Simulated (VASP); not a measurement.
A run of VASP 6.6.1 is set up as follows.

File POSCAR:

```
HfO2
1.0
   -1.9966759190      1.9966759190      5.2674244081
    1.9966759190     -1.9966759190      5.2674244081
    1.9966759190      1.9966759190     -5.2674244081
Hf O
2 4
Direct
    0.0000000000      0.0000000000      0.0000000000
    0.7500000000      0.2500000000      0.5000000000
    0.9521510794      0.4521510794      0.5000000000
    0.2021510794      0.2021510794      0.0000000000
    0.5478489206      0.0478489206      0.5000000000
    0.7978489206      0.7978489206      0.0000000000
```

Contents of INCAR.step1:

```
SYSTEM = HfO2
PREC = Accurate
ENCUT = 520
ISMEAR = 0
SIGMA = 0.1
LREAL = .False.
LASPH = .True.
NELM = 60
NBANDS = 31
GGA = PE
ALGO = Normal
EDIFF = 1E-4
LWAVE = .True.
LCHARG = .False.
```

The input INCAR.step2:

```
SYSTEM = HfO2
PREC = Accurate
ENCUT = 520
EDIFF = 1E-6
ISMEAR = 0
SIGMA = 0.1
LREAL = .False.
LASPH = .True.
NELM = 60
ALGO = Normal
ISIF = 2
LWAVE = .False.
LCHARG = .False.
METAGGA = R2SCAN
LMIXTAU = .True.
NBANDS = 31
ISTART = 1
```

Contents of KPOINTS:

```
regular mesh
0
Gamma
  8 8 8
  0 0 0
```

Potentials or basis: VASP PAW PBE potentials, release 64 (Hf_pv, O).

Command:

```bash
$ cat potpaw_PBE.64/Hf_pv/POTCAR potpaw_PBE.64/O/POTCAR > POTCAR
$ cp INCAR.step1 INCAR
$ mpirun -np 1 vasp_std > vasp.out
$ cp INCAR.step2 INCAR
$ mpirun -np 1 vasp_std > vasp.out
```

Task: Predict the largest force.

Result: 0.041 eV/Å.

Task: Estimate the pressure.

Result: -2.7 GPa.

Task: Predict the band gap on the k mesh.

Result: 5.03 eV (least direct gap 5.28 eV).

Stress tensor (GPa, compression positive):
```
-2.57  0.00  0.00
 0.00 -2.57  0.00
 0.00  0.00 -2.82
```

Caveat: the PAW data sets were made with another functional, which shifts forces and pressure a little; spin-orbit coupling is left out, which moves the levels of the heavy elements. A k mesh can miss the band edges.
